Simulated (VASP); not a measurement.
Wanted: the native input for a VASP 6.6.1 run.

```
Task                   : relaxation of cell and atoms
Functional             : PBE
Potentials or basis    : VASP PAW PBE potentials, release 64 (P, Ga_d, Bi_d)
Cutoff                 : 600 eV
k mesh                 : 6 × 6 × 2
Occupations            : fermi-dirac, width 0.02 eV
Spin                   : no spin polarisation
Dipole correction      : no
Further INCAR settings : ALGO = Normal; EDIFF = 1e-07; IBRION = 2; EDIFFG = -0.005; NSW = 80; ISIF = 3
```

The structure of Ga4BiP3 lies in POSCAR:

```
Ga4BiP3
1.0
    3.8573339724      0.0000000000      0.0000000000
    0.0000000000      3.8573339724      0.0000000000
    0.0000000000      0.0000000000     10.9101880369
P Ga Bi
3 4 1
Direct
    0.0000000000      0.0000000000      0.2500000000
    0.5000000000      0.5000000000      0.0000000000
    0.0000000000      0.0000000000      0.7500000000
    0.0000000000      0.5000000000      0.1250000000
    0.5000000000      0.0000000000      0.8750000000
    0.0000000000      0.5000000000      0.6250000000
    0.5000000000      0.0000000000      0.3750000000
    0.5000000000      0.5000000000      0.5000000000
```

The input as run:

INCAR

```
SYSTEM = Ga4BiP3
PREC = Accurate ; ENCUT = 600
EDIFF = 1E-7 ; ISMEAR = -1
SIGMA = 0.02 ; LREAL = .FALSE.
LASPH = .TRUE. ; NELM = 100
ALGO = Normal ; ISIF = 3
LWAVE = .FALSE. ; LCHARG = .FALSE.
GGA = PE ; IBRION = 2
NSW = 80 ; EDIFFG = -0.005
```

KPOINTS

```
Automatic mesh
0
G
  6 6 2
  0 0 0
```

Potentials or basis: VASP PAW PBE potentials, release 64 (P, Ga_d, Bi_d).

The run is started by

```sh
$ cat potpaw_PBE.64/P/POTCAR potpaw_PBE.64/Ga_d/POTCAR potpaw_PBE.64/Bi_d/POTCAR > POTCAR
$ mpirun -np 1 vasp_std > vasp.out
```

Results of the run:

The relaxed volume is 23.62 Å³/atom, the relaxed cell is a = 4.047 Å, b = 4.047 Å, c = 11.534 Å, α = 90.00°, β = 90.00°, γ = 90.00° and the space group after relaxing (to 0.1 Å) is P-4m2 (No. 115). The energy gained by relaxing is 282.1 meV/atom, the ionic steps are 17 and the pressure after relaxing is 0.0 GPa. The largest force after relaxing is 0.003 eV/Å and the band gap on the k mesh is zero (bands 41 and 42 overlap by 0.03 eV).

Caveat: the volume moved by over 15 % at a fixed basis, so the end points are rough; spin-orbit coupling is left out, which moves the levels of the heavy elements.

Wall time 28 min on 1 thread of Intel(R) Xeon(R) Platinum 8488C (Sapphire Rapids), on a shared host, peak memory 0.4 GiB.
